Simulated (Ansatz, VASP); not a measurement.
**One calculation of AgCl, two programs**

Contents of INCAR:

```
SYSTEM = AgCl
PREC     = Accurate       ! precision mode
ENCUT    = 600            ! plane-wave cutoff, eV
EDIFF    = 1E-6           ! SCF threshold, eV
ISMEAR   = -1             ! smearing method
SIGMA    = 0.02           ! smearing width, eV
LREAL    = .FALSE.        ! projectors in reciprocal space
LASPH    = .TRUE.         ! aspherical terms in the spheres
NELM     = 150            ! most SCF steps
ALGO     = Normal         ! electronic algorithm
ISIF     = 3              ! what is computed and relaxed
LWAVE    = .FALSE.        ! write WAVECAR
LCHARG   = .FALSE.        ! write CHGCAR
MAGMOM   = 0 0 0 0 0 0    ! initial moments
LORBIT   = 11             ! projections on sites
LSORBIT  = .TRUE.         ! spin-orbit coupling
GGA_COMPAT= .FALSE.      
LORBMOM  = .TRUE.       
LMAXMIX  = 4              ! l up to which the mixer works
GGA      = PE             ! functional
IBRION   = 2              ! ionic algorithm
NSW      = 30             ! ionic steps
EDIFFG   = -0.005         ! ionic threshold
```

The input KPOINTS:

```
regular mesh
0
G
  9 9 9
  0 0 0
```

The input POSCAR:

```
AgCl
1.0
    0.0000000000      2.8053350663      2.8053350663
    2.8053350663      0.0000000000      2.8053350663
    2.8053350663      2.8053350663      0.0000000000
Ag Cl
1 1
Direct
    0.0000000000      0.0000000000      0.0000000000
    0.5000000000      0.5000000000      0.5000000000
```

Input for Ansatz:

```yaml
crystal:
  lattice:
    - [0.0, 2.8053350663, 2.8053350663]
    - [2.8053350663, 0.0, 2.8053350663]
    - [2.8053350663, 2.8053350663, 0.0]
  atoms:
    - { symbol: Ag, position: [0.0, 0.0, 0.0] }
    - { symbol: Cl, position: [0.5, 0.5, 0.5] }
kpoints:
  mp_grid: { grid: [9, 9, 9] }
scf:
  occupations: { method: fermi_dirac, width: 0.02 }
hamiltonian:
  xc: pbe
  pseudopotentials: { kind: all_electron, lapw: { basis_error: 0.0005 } }
output:
  forces: true
  stress: true
  eigenvalues: true
relax:
  f_tol: 0.005
  max_steps: 10
  cell: {}
magnetization:
  noncollinear: true
  spin_orbit: true
```

Alike in both runs: task relaxation of cell and atoms; functional PBE; k mesh 9 × 9 × 9; occupations fermi-dirac, width 0.02 eV; non-collinear spin, spin-orbit coupling.

|  | VASP | Ansatz |
| --- | --- | --- |
| version | VASP 6.6.1 | Ansatz 0.2.0 |
| potentials or method | VASP PAW PBE potentials, release 64 (Ag, Cl), cutoff 600 eV | all-electron LAPW |

Ansatz gave:

```
net moment per atom (μB)                                     : 0.00
relaxed volume (Å³/atom)                                     : 22.08
relaxed cell length with the largest relative difference (Å) : 3.967
```

Question: Which values does VASP return?

Answer: net moment per atom (μB): 0.00; relaxed volume (Å³/atom): 22.01; relaxed cell length with the largest relative difference (Å): 3.963.

Ansatz ran all-electron here, and VASP with PAW potentials.
